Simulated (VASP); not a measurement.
# AlN (F-43m) in VASP: further runs, part 2 of 2

VASP 6.6.1. The steps go on from the part before.

### 4 Single point, r2SCAN (volume scaled by 0.94)

File POSCAR:

```
AlN
1.0
    0.0000000000      2.1402983043      2.1402983043
    2.1402983043      0.0000000000      2.1402983043
    2.1402983043      2.1402983043      0.0000000000
Al N
1 1
Direct
    0.0000000000      0.0000000000      0.0000000000
    0.7500000000      0.7500000000      0.7500000000
```

File INCAR.step1:

```
SYSTEM = AlN
ALGO = Normal
EDIFF = 1E-4
ENCUT = 520
GGA = PE
ISMEAR = 0
LASPH = .TRUE.
LCHARG = .FALSE.
LREAL = .FALSE.
LWAVE = .TRUE.
NBANDS = 11
NELM = 60
PREC = Accurate
SIGMA = 0.02
```

File INCAR.step2:

```
SYSTEM = AlN
ALGO = Normal
EDIFF = 1E-7
ENCUT = 520
ISIF = 2
ISMEAR = 0
ISTART = 1
LASPH = .TRUE.
LCHARG = .FALSE.
LMIXTAU = .TRUE.
LREAL = .FALSE.
LWAVE = .FALSE.
METAGGA = R2SCAN
NBANDS = 11
NELM = 60
PREC = Accurate
SIGMA = 0.02
```

File KPOINTS:

```
k-points
0
G
  10 10 10
  0 0 0
```

Potentials or basis: VASP PAW PBE potentials, release 64 (Al, N).

Started as:

```
$ cat potpaw_PBE.64/Al/POTCAR potpaw_PBE.64/N/POTCAR > POTCAR
$ cp INCAR.step1 INCAR
$ mpirun -np 1 vasp_std > vasp.out
$ cp INCAR.step2 INCAR
$ mpirun -np 1 vasp_std > vasp.out
```

OUTCAR:

```text
SYSTEM = AlN
   EDIFF = 1E-7
   ENCUT = 520
   ISIF = 2
   ISMEAR = 0
   ISTART = 1
   LASPH = .TRUE.
   LREAL = .FALSE.
   METAGGA = R2SCAN
   NELM = 60
   PREC = Accurate

 ion  position               nearest neighbor table
   1  0.000  0.000  0.000-   2 1.85   2 1.85   2 1.85   2 1.85
   2  0.750  0.750  0.750-   1 1.85   1 1.85   1 1.85   1 1.85

  LATTYP: Found a face centered cubic cell.
 ALAT       =     4.2805966086

  Lattice vectors:

 A1 = (   0.0000000000,   2.1402983043,   2.1402983043)
 A2 = (   2.1402983043,   0.0000000000,   2.1402983043)
 A3 = (   2.1402983043,   2.1402983043,   0.0000000000)

Analysis of symmetry for initial positions (statically):
=====================================================================
 Subroutine PRICEL returns:
 Original cell was already a primitive cell.

 Routine SETGRP: Setting up the symmetry group for a
 face centered cubic supercell.

 Subroutine GETGRP returns: Found 24 space group operations
 (whereof 24 operations were pure point group operations)
 out of a pool of 48 trial point group operations.

The static configuration has the point symmetry T_d .

Analysis of symmetry for dynamics (positions and initial velocities):
=====================================================================
 Subroutine PRICEL returns:
 Original cell was already a primitive cell.

 Routine SETGRP: Setting up the symmetry group for a
 face centered cubic supercell.

 Subroutine GETGRP returns: Found 24 space group operations
 (whereof 24 operations were pure point group operations)
 out of a pool of 48 trial point group operations.

The dynamic configuration has the point symmetry T_d .

 Subroutine INISYM returns: Found 24 space group operations
 (whereof 24 operations are pure point group operations),
 and found     1 'primitive' translations

----------------------------------------------------------------------------------------

                                     Primitive cell

  volume of cell :      19.6089
[... 112 lines left out ...]
  Thomas-Fermi vector in A             =   2.349619
   LORBIT       =      0    0 simple, 1 ext, 2 COOP (PROOUT), +10 PAW based schemes
   METAGGA = R2SCAN    functional components
   LHFCALC =     F    Hartree Fock is set to
   AEXX    =    0.0000 exact exchange contribution
   IVDW    =     0    specifies the selected vdW correction
   LEPSILON=     F    determine dielectric tensor
   LRPA    =     F    only Hartree local field effects (RPA)
 non-spin polarized calculation
 Gauss-broadening in eV      SIGMA  =   0.02
  energy-cutoff  :      520.00
  volume of cell :       19.61
 maximum number of plane-waves:       544
   NGX = 11   NGY = 11   NGZ = 11

 number of electron       7.9999998 magnetization

 Free energy of the ion-electron system (eV)
  ---------------------------------------------------
  ext. energy  EPLUGINS =         0.00000000
  ---------------------------------------------------
  free energy    TOTEN  =       -19.12649157 eV

  energy without entropy =      -19.12649157  energy(sigma->0) =      -19.12649157

 E-fermi :   6.4341     XC(G=0): -11.6964

 val. band max:        6.2724969725   @ k =   0.0000   0.0000   0.0000
 cond. band min:      10.2526393893   @ k =   0.5000   0.5000   0.0000
 fundamental gap:      3.9801424168
 Fermi energy:         6.4340683385

 k-point     1 :       0.0000    0.0000    0.0000
  band No.  band energies     occupation
      1      -9.8296      2.00000
      2       6.2725      2.00000
      3       6.2725      2.00000
      4       6.2725      2.00000
      5      11.7440      0.00000
      6      20.4307      0.00000
      7      20.4307      0.00000
      8      20.4307      0.00000
      9      25.3170      0.00000
     10      25.3170      0.00000
     11      27.1706      0.00000
[... 309 lines left out ...]
 k-point    24 :       0.4000    0.3000    0.0000
  band No.  band energies     occupation
      1      -7.6714      2.00000
      2       1.9481      2.00000
      3       4.4898      2.00000
      4       4.7962      2.00000
      5      11.9976      0.00000
      6      17.1135      0.00000
      7      20.3835      0.00000
      8      22.6627      0.00000
      9      23.2943      0.00000
     10      29.4605      0.00000
     11      32.2260      0.00000

 [... further k-points ...]
[... 5 lines left out ...]
  --------------------------------------------------------------------------------------
  -------------------------------------------------------------------------------------
  Total        1.7520150      1.7520150      1.7520150     -0.0000000      0.0000000      0.0000000
  in kB      143.1513649    143.1513649    143.1513649     -0.0000000      0.0000000      0.0000000
  external PRESSURE =     143.1513649 kB  Pullay stress =       0.0000000 kB

 VOLUME and BASIS-vectors are now :
 -----------------------------------------------------------------------------
  energy-cutoff  :      520.00
  volume of cell :       19.61
      direct lattice vectors                 reciprocal lattice vectors
     0.000000000  2.140298304  2.140298304    -0.233612296  0.233612296  0.233612296
     2.140298304  0.000000000  2.140298304     0.233612296 -0.233612296  0.233612296
     2.140298304  2.140298304  0.000000000     0.233612296  0.233612296 -0.233612296

 POSITION                                       TOTAL-FORCE (eV/Angst)
 -----------------------------------------------------------------------------------
      0.00000      0.00000      0.00000        -0.000000     -0.000000     -0.000000
      3.21045      3.21045      3.21045         0.000000      0.000000      0.000000
 -----------------------------------------------------------------------------------
    total drift:                                0.000001      0.000001      0.000001

  FREE ENERGIE OF THE ION-ELECTRON SYSTEM (eV)
  ---------------------------------------------------
  free  energy   TOTEN  =       -19.1264915698 eV

  energy  without entropy=      -19.1264915698  energy(sigma->0) =      -19.12649157
```

OUTCAR.step1:

```text
SYSTEM = AlN
   EDIFF = 1E-4
   ENCUT = 520
   GGA = PE
   ISMEAR = 0
   LASPH = .TRUE.
   LREAL = .FALSE.
[... 556 lines left out ...]
      0.00000      0.00000      0.00000         0.000000      0.000000      0.000000
      3.21045      3.21045      3.21045        -0.000000     -0.000000     -0.000000
 -----------------------------------------------------------------------------------
    total drift:                               -0.000000     -0.000000     -0.000000

  FREE ENERGIE OF THE ION-ELECTRON SYSTEM (eV)
  ---------------------------------------------------
  free  energy   TOTEN  =       -14.7520074003 eV

  energy  without entropy=      -14.7520074003  energy(sigma->0) =      -14.75200740
```

Wall time 16 s (1 thread of Intel Xeon 6975P-C (Granite Rapids), shared host); peak memory 0.13 GiB.

What came out:

```
Free energy            : -19.1265 eV
Pressure               : 14.3 GPa
Band gap on the k mesh : 3.98 eV, indirect (least direct gap 5.47 eV)
```

Caveat: the PAW data sets were made with another functional, which shifts forces and pressure a little.

### 5 Single point, r2SCAN (volume scaled by 0.97)

File POSCAR:

```
AlN
1.0
    0.0000000000      2.1628294159      2.1628294159
    2.1628294159      0.0000000000      2.1628294159
    2.1628294159      2.1628294159      0.0000000000
Al N
1 1
Direct
    0.0000000000      0.0000000000      0.0000000000
    0.7500000000      0.7500000000      0.7500000000
```

File INCAR.step1:

```
SYSTEM = AlN
  ALGO = Normal
  EDIFF = 1E-4
  ENCUT = 520
  GGA = PE
  ISMEAR = 0
  LASPH = .True.
  LCHARG = .False.
  LREAL = .False.
  LWAVE = .True.
  NBANDS = 11
  NELM = 60
  PREC = Accurate
  SIGMA = 0.02
```

File INCAR.step2:

```
SYSTEM = AlN
  ALGO = Normal
  EDIFF = 1E-6
  ENCUT = 520
  ISIF = 2
  ISMEAR = 0
  ISTART = 1
  LASPH = .True.
  LCHARG = .True.
  LELF = .True.
  LMIXTAU = .True.
  LREAL = .False.
  LVHAR = .True.
  LWAVE = .False.
  METAGGA = R2SCAN
  NBANDS = 11
  NELM = 60
  PREC = Accurate
  SIGMA = 0.02
```

File KPOINTS:

```
k-points
0
Gamma
  10 10 10
  0 0 0
```

Started as:

```
$ cat potpaw_PBE.64/Al/POTCAR potpaw_PBE.64/N/POTCAR > POTCAR
$ cp INCAR.step1 INCAR
$ mpirun -np 1 vasp_std > vasp.out
$ cp INCAR.step2 INCAR
$ mpirun -np 1 vasp_std > vasp.out
```

Wall time 17 s (1 thread of Intel Xeon 6975P-C (Granite Rapids), shared host); peak memory 0.13 GiB.

The run converged. Its results:

```
Free energy            : -19.1675 eV
Pressure               : 6.4 GPa
Band gap on the k mesh : 3.96 eV, indirect (least direct gap 5.17 eV)
```

Levels at points of the mesh, in eV from the valence-band top:
```
           k point  band 1  band 2  band 3  band 4  band 5  band 6  band 7  band 8  band 9
(0.00, 0.00, 0.00)  -15.91    0.00    0.00    0.00    5.17   13.83   13.83   13.83   18.78
(0.50, 0.00, 0.00)  -13.81   -6.02   -0.49   -0.49    8.49   11.04   12.14   12.14   19.75
(0.50, 0.50, 0.00)  -13.16   -5.04   -1.84   -1.84    3.96    9.67   15.63   17.34   17.34
```

Caveat: the PAW data sets were made with another functional, which shifts forces and pressure a little. A k mesh can miss the band edges.

### 6 Overview

```tsv
cell	gap on the mesh (eV)	pressure (GPa)
a = 2.961 Å, angles 60.0°, 2 atoms	4.02	34.2
a = 2.994 Å, angles 60.0°, 2 atoms	4.00	23.5
a = 3.027 Å, angles 60.0°, 2 atoms	3.98	14.3
a = 3.059 Å, angles 60.0°, 2 atoms	3.96	6.4
```

Alike in all rows: task single point; level r2SCAN; potentials or basis VASP PAW PBE potentials, release 64 (Al, N); no spin polarisation; k mesh 10 × 10 × 10; cutoff (eV) 520; smearing gaussian 0.02 eV.

Caveats: the PAW data sets were made with another functional, which shifts forces and pressure a little.

Total energies depend on the potentials used, so only differences within one code and one set of settings carry meaning.
